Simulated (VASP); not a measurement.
# SnSe2 in VASP: a series of runs

SnSe2 is run at these levels: PBE; tasks: relaxation of cell and atoms, single point.

Program: VASP 6.6.1. These are calculated values, not measurements. Logs are shortened: lines on timing, memory, paths and dates and some standing lists are left out, and cuts for length are marked.

**1. The cell of the first run**

Symmetry: P-3m1, No. 164, trigonal system. Conventional cell: a = 3.842 Å, b = 3.842 Å, c = 6.486 Å, α = 90.00°, β = 90.00°, γ = 120.00°. Sn (site symmetry -3m) has 6 Se at 2.72 Å within 3.6 Å. Within 3.6 Å of Se (site symmetry 3m) lie 3 Sn at 2.72 Å.

**2. Relaxation of cell and atoms, PBE**

The input, INCAR:

```
SYSTEM = SnSe2
PREC = Accurate
ENCUT = 600
EDIFF = 1E-7
ISMEAR = 0
SIGMA = 0.02
LREAL = .False.
LASPH = .True.
NELM = 100
ALGO = Normal
ISIF = 3
LWAVE = .False.
LCHARG = .False.
GGA = PE
IBRION = 2
NSW = 100
EDIFFG = -0.005
```

The input, KPOINTS:

```
Automatic mesh
0
Gamma
  12 12 4
  0 0 0
```

The input, POSCAR:

```
SnSe2
1.0
    3.8418991364      0.0000000000      0.0000000000
   -1.9209495682      3.3271822509      0.0000000000
    0.0000000000      0.0000000000      6.4858801000
Sn Se
1 2
Direct
    0.0000000000      0.0000000000      0.0000000000
    0.6666666700      0.3333333300      0.7570988600
    0.3333333300      0.6666666700      0.2429011400
```

Potentials or basis: VASP PAW PBE potentials, release 64 (Sn_d, Se).

Command:

```
$ cat potpaw_PBE.64/Sn_d/POTCAR potpaw_PBE.64/Se/POTCAR > POTCAR
$ mpirun -np 1 vasp_std > vasp.out
```

OUTCAR:

```text
SYSTEM = SnSe2
   PREC = Accurate
   ENCUT = 600
   EDIFF = 1E-7
   ISMEAR = 0
   LREAL = .False.
   LASPH = .True.
   NELM = 100
   ISIF = 3
   GGA = PE
   IBRION = 2
   NSW = 100
   EDIFFG = -0.005

 ion  position               nearest neighbor table
   1  0.000  0.000  0.000-   2 2.72   3 2.72   2 2.72   3 2.72   2 2.72   3 2.72
   2  0.667  0.333  0.757-   1 2.72   1 2.72   1 2.72
   3  0.333  0.667  0.243-   1 2.72   1 2.72   1 2.72

  LATTYP: Found a hexagonal cell.
 ALAT       =     3.8418991364
 C/A-ratio  =     1.6881963502

  Lattice vectors:

 A1 = (   3.8418991364,   0.0000000000,   0.0000000000)
 A2 = (  -1.9209495682,   3.3271822509,   0.0000000000)
 A3 = (   0.0000000000,   0.0000000000,   6.4858801000)

Analysis of symmetry for initial positions (statically):
=====================================================================
 Subroutine PRICEL returns:
 Original cell was already a primitive cell.

 Routine SETGRP: Setting up the symmetry group for a
 hexagonal supercell.

 Subroutine GETGRP returns: Found 12 space group operations
 (whereof 12 operations were pure point group operations)
 out of a pool of 24 trial point group operations.

The static configuration has the point symmetry D_3d.

Analysis of symmetry for dynamics (positions and initial velocities):
=====================================================================
 Subroutine PRICEL returns:
 Original cell was already a primitive cell.

 Routine SETGRP: Setting up the symmetry group for a
 hexagonal supercell.

 Subroutine GETGRP returns: Found 12 space group operations
 (whereof 12 operations were pure point group operations)
 out of a pool of 24 trial point group operations.

The dynamic configuration has the point symmetry D_3d.

 Subroutine INISYM returns: Found 12 space group operations
 (whereof 12 operations are pure point group operations),
 and found     1 'primitive' translations

----------------------------------------------------------------------------------------

                                     Primitive cell

  volume of cell :      82.9071

  direct lattice vectors                    reciprocal lattice vectors
     3.841899136  0.000000000  0.000000000     0.260287937  0.150277310  0.000000000
    -1.920949568  3.327182251  0.000000000     0.000000000  0.300554621  0.000000000
     0.000000000  0.000000000  6.485880100     0.000000000  0.000000000  0.154181080

  length of vectors
     3.841899136  3.841899136  6.485880100     0.300554621  0.300554621  0.154181080

  position of ions in fractional coordinates (direct lattice)
     0.000000000  0.000000000  0.000000000
     0.666666670  0.333333330  0.757098860
     0.333333330  0.666666670  0.242901140

  ion indices of the primitive-cell ions
   primitive index   ion index
                 1           1
                 2           2
                 3           3

----------------------------------------------------------------------------------------

 KPOINTS: Automatic mesh

Automatic generation of k-mesh.
 Grid dimensions read from file:
 generate k-points for:   12   12    4

 Generating k-lattice:

  Cartesian coordinates                     Fractional coordinates (reciprocal lattice)
     0.021690661  0.012523109  0.000000000     0.083333333  0.000000000  0.000000000
     0.000000000  0.025046218  0.000000000     0.000000000  0.083333333  0.000000000
     0.000000000  0.000000000  0.038545270     0.000000000  0.000000000  0.250000000

  Length of vectors
     0.025046218  0.025046218  0.038545270

  Shift w.r.t. Gamma in fractional coordinates (k-lattice)
     0.000000000  0.000000000  0.000000000

 Subroutine IBZKPT returns following result:
 ===========================================

 Found     69 irreducible k-points:

 Following reciprocal coordinates:
            Coordinates               Weight
  0.000000  0.000000  0.000000      1.000000
  0.083333  0.000000  0.000000      6.000000
  0.166667  0.000000  0.000000      6.000000
  0.250000  0.000000  0.000000      6.000000
  0.333333  0.000000  0.000000      6.000000
  0.416667  0.000000  0.000000      6.000000
[... 16 lines left out ...]
  0.166667  0.000000  0.250000      6.000000
  0.000000  0.166667  0.250000      6.000000
 [... further k-points ...]
   k-points           NKPTS =     69   k-points in BZ     NKDIM =     69   number of bands    NBANDS=     17
   number of dos      NEDOS =    301   number of ions     NIONS =      3
   total plane-waves  NPLWV =  55296
   dimension x,y,z NGX =    32 NGY =   32 NGZ =   54
   dimension x,y,z NGXF=    64 NGYF=   64 NGZF=  108
   ions per type =               1   2
   NGX,Y,Z   is equivalent  to a cutoff of  13.85, 13.85, 13.84 a.u.
   NGXF,Y,Z  is equivalent  to a cutoff of  27.69, 27.69, 27.68 a.u.
 SYSTEM =  SnSe2
   PREC   = accura    normal or accurate (medium, high low for compatibility)
   ISTART =      0    job   : 0-new  1-cont  2-samecut
   ICHARG =      2    charge: 1-file 2-atom 10-const
   ISPIN  =      1    spin polarized calculation?
   LNONCOLLINEAR =      F non collinear calculations
   LSORBIT =      F    spin-orbit coupling
   LASPH  =      T    aspherical Exc in radial PAW
   ENCUT  =  600.0 eV  44.10 Ry    6.64 a.u.   7.67  7.67 12.95*2*pi/ulx,y,z
   NELM   =    100;   NELMIN=  2; NELMDL= -5     # of ELM steps
   EDIFF  = 0.1E-06   stopping-criterion for ELM
   LREAL  =      F    real-space projection
   EDIFFG = -.5E-02   stopping-criterion for IOM
   NSW    =    100    number of steps for IOM
   IBRION =      2    ionic relax: 0-MD 1-quasi-New 2-CG
   NFREE  =      1    steps in history (QN), initial steepest desc. (CG)
   ISIF   =      3    stress and relaxation
   ISYM   =      2    0-nonsym 1-usesym 2-fastsym
   POTIM  = 0.5000    time-step for ionic-motion
   TEBEG  =    0.0;   TEEND  =   0.0 temperature during run
   PSTRESS=    0.0 pullay stress
   NELECT =      26.0000    total number of electrons
   NUPDOWN=      -1.0000    fix difference up-down
   EMIN   =  10.00;   EMAX   =-10.00  energy-range for DOS
   EFERMI =   0.00;   METHOD = LEGACY
   ISMEAR =     0;   SIGMA  =   0.02  broadening in eV -4-tet -1-fermi 0-gaus
   EFERMI_NEDOS =   21; number of points for ismear=-14 and -15
   IALGO  =     38    algorithm
   IMIX   =      4    mixing-type and parameters
     AMIX     =   0.40;   BMIX     =  1.00
     AMIX_MAG =   1.60;   BMIX_MAG =  1.00
  volume/ion in A,a.u.               =      27.64       186.49
  Fermi-wavevector in a.u.,A,eV,Ry     =   1.112249  2.101846 16.831746  1.237098
  Thomas-Fermi vector in A             =   2.248821
   LORBIT       =      0    0 simple, 1 ext, 2 COOP (PROOUT), +10 PAW based schemes
   GGA     = PE    functional components
   LHFCALC =     F    Hartree Fock is set to
   AEXX    =    0.0000 exact exchange contribution
   IVDW    =     0    specifies the selected vdW correction
   LEPSILON=     F    determine dielectric tensor
   LRPA    =     F    only Hartree local field effects (RPA)
 conjugate gradient relaxation of ions
 non-spin polarized calculation
 Gauss-broadening in eV      SIGMA  =   0.02
  energy-cutoff  :      600.00
  volume of cell :       82.91
 maximum number of plane-waves:      2798
 NGX is ok and might be reduce to    32
   NGX = 15   NGY = 15   NGZ = 25

--------------------------------------- Ionic step        1  -------------------------------------------

 number of electron      25.9999999 magnetization

 Free energy of the ion-electron system (eV)
  ---------------------------------------------------
  ext. energy  EPLUGINS =         0.00000000
  ---------------------------------------------------
  free energy    TOTEN  =       -11.85291800 eV

  energy without entropy =      -11.85291800  energy(sigma->0) =      -11.85291800

------------------------ aborting loop because EDIFF is reached ----------------------------------------

  FORCE on cell =-STRESS in cart. coord.  units (eV):
  Direction    XX          YY          ZZ          XY          YZ          ZX
  --------------------------------------------------------------------------------------
  -------------------------------------------------------------------------------------
  Total        0.9588358      0.9588358      1.1013747      0.0000000      0.0000000      0.0000000
  in kB       18.5294859     18.5294859     21.2840469      0.0000000      0.0000000      0.0000000
  external PRESSURE =      19.4476729 kB  Pullay stress =       0.0000000 kB
[... 92 lines left out ...]
  FREE ENERGIE OF THE ION-ELECTRON SYSTEM (eV)
  ---------------------------------------------------
  free  energy   TOTEN  =       -11.8684908421 eV

  energy  without entropy=      -11.8684908421  energy(sigma->0) =      -11.86849084

[... ionic steps 4 to 16 ...]

--------------------------------------- Ionic step       17  -------------------------------------------

 number of electron      25.9999992 magnetization

------------------------ aborting loop because EDIFF is reached ----------------------------------------

  FORCE on cell =-STRESS in cart. coord.  units (eV):
  Direction    XX          YY          ZZ          XY          YZ          ZX
  --------------------------------------------------------------------------------------
  -------------------------------------------------------------------------------------
  Total        0.0086329      0.0086329      0.0229901     -0.0000000      0.0000000     -0.0000000
  in kB        0.1535982      0.1535982      0.4090464     -0.0000000      0.0000000     -0.0000000
  external PRESSURE =       0.2387476 kB  Pullay stress =       0.0000000 kB
[... 59 lines left out ...]
  energy  without entropy=      -11.8738379348  energy(sigma->0) =      -11.87383793

--------------------------------------- Ionic step       19  -------------------------------------------

 number of electron      25.9999992 magnetization

 Free energy of the ion-electron system (eV)
  ---------------------------------------------------
  ext. energy  EPLUGINS =         0.00000000
  ---------------------------------------------------
  free energy    TOTEN  =       -11.87384385 eV

  energy without entropy =      -11.87384385  energy(sigma->0) =      -11.87384385

 E-fermi :   2.6930     XC(G=0):  -8.6371

 val. band max:        2.6043873729   @ k =   0.1667   0.0000   0.0000
 cond. band min:       3.2956400126   @ k =   0.5000   0.0000   0.5000
 fundamental gap:      0.6912526397
 Fermi energy:         2.6929702341

 k-point     1 :       0.0000    0.0000    0.0000
  band No.  band energies     occupation
      1     -18.5124      2.00000
      2     -18.5124      2.00000
      3     -18.4800      2.00000
      4     -18.4709      2.00000
      5     -18.4709      2.00000
      6     -10.7462      2.00000
[... 9 lines left out ...]
     16       7.1900      0.00000
     17       7.1900      0.00000
[... 443 lines left out ...]
      1     -18.5214      2.00000
      2     -18.5043      2.00000
      3     -18.4775      2.00000
      4     -18.4726      2.00000
      5     -18.4701      2.00000
      6     -10.4753      2.00000
[... 9 lines left out ...]
     16       7.5853      0.00000
     17       7.7254      0.00000

 [... further k-points ...]

------------------------ aborting loop because EDIFF is reached ----------------------------------------

  FORCE on cell =-STRESS in cart. coord.  units (eV):
  Direction    XX          YY          ZZ          XY          YZ          ZX
  --------------------------------------------------------------------------------------
  -------------------------------------------------------------------------------------
  Total        0.0070812      0.0070812      0.0065393      0.0000000      0.0000000     -0.0000000
  in kB        0.1259405      0.1259405      0.1163024      0.0000000      0.0000000     -0.0000000
  external PRESSURE =       0.1227278 kB  Pullay stress =       0.0000000 kB
[... 18 lines left out ...]
  FREE ENERGIE OF THE ION-ELECTRON SYSTEM (eV)
  ---------------------------------------------------
  free  energy   TOTEN  =       -11.8738438455 eV

  energy  without entropy=      -11.8738438455  energy(sigma->0) =      -11.87384385

 reached required accuracy - stopping structural energy minimisation
```

It took 35 min on 1 thread of Intel Xeon 8259CL, shared host; peak memory 0.33 GiB.

What came out:

```
Free energy                           : -11.8738 eV
Relaxed volume                        : 30.03 Å³/atom
Relaxed cell                          : a = 3.873 Å, b = 3.873 Å, c = 6.936 Å, α = 90.00°, β = 90.00°, γ = 120.00°
Space group after relaxing (to 0.1 Å) : P-3m1 (No. 164)
Energy gained by relaxing             : 7.0 meV/atom
Ionic steps                           : 19
Pressure after relaxing               : 0.0 GPa
Band gap on the k mesh                : 0.69 eV (least direct gap 1.08 eV)
```

Step by step:
```tsv
step	energy change (eV)	largest force (eV/Å)	pressure (GPa)	volume (Å³)
1	0.0000	0.2612	1.94	82.91
2	-0.0073	0.2606	-1.20	87.00
3	-0.0156	0.0497	0.05	85.23
4	-0.0158	0.0437	0.04	85.34
5	-0.0164	0.0255	0.02	85.68
6	-0.0169	0.0110	-0.03	86.36
7	-0.0170	0.0104	-0.03	86.42
8	-0.0175	0.0088	-0.02	86.61
9	-0.0183	0.0057	-0.02	86.97
10	-0.0196	0.0000	0.01	87.70
11	-0.0206	0.0065	0.10	89.14
12	-0.0207	0.0072	0.11	89.29
13	-0.0208	0.0356	-0.13	90.16
14	-0.0208	0.0259	-0.05	89.86
15	-0.0209	0.0043	-0.01	90.12
16	-0.0209	0.0006	-0.01	90.08
17	-0.0209	0.0039	0.02	90.05
18	-0.0209	0.0033	0.02	90.05
19	-0.0209	0.0015	0.01	90.09
```

Final structure:
```
Sn Se
1.0
     3.87276    0.00000    0.00000
    -1.93638    3.35390    0.00000
     0.00000    0.00000    6.93561
Sn Se
1 2
Direct
  0.00000 0.00000 0.00000
  0.66667 0.33333 0.76991
  0.33333 0.66667 0.23009
```

Caveat: spin-orbit coupling is left out, which moves the levels of the heavy elements; this functional lacks dispersion, which binds the layers, so the pressure and a relaxed spacing across them are unreliable. A k mesh can miss the band edges.

[end of part 1 of 2]
